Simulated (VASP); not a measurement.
Here is a VASP 6.6.1 calculation.

The input INCAR:

```
ALGO = Normal ; EDIFF = 1E-6
ENCUT = 520 ; GGA = CA
ISIF = 2 ; ISMEAR = -1
LASPH = T ; LCHARG = F
LREAL = F ; LWAVE = F
NBANDS = 14 ; NELM = 60
PREC = Accurate ; SIGMA = 0.1
```

File KPOINTS:

```
k-points
0
Gamma
  15 15 15
```

POSCAR

```
HfN
1.0
    2.7578781810      0.0000000000      0.0000000000
    0.0000000000      2.7578781810      0.0000000000
    0.0000000000      0.0000000000      2.7578781810
Hf N
1 1
Direct
    0.0000000000      0.0000000000      0.0000000000
    0.5000000000      0.5000000000      0.5000000000
```

Potentials or basis: VASP PAW LDA potentials, release 64 (Hf_pv, N).

Run with:

```bash
$ cat potpaw_LDA.64/Hf_pv/POTCAR potpaw_LDA.64/N/POTCAR > POTCAR
$ mpirun -np 1 vasp_std > vasp.out
```

(1) What does it give for the pressure?

Answers

(1) 0.8 GPa.
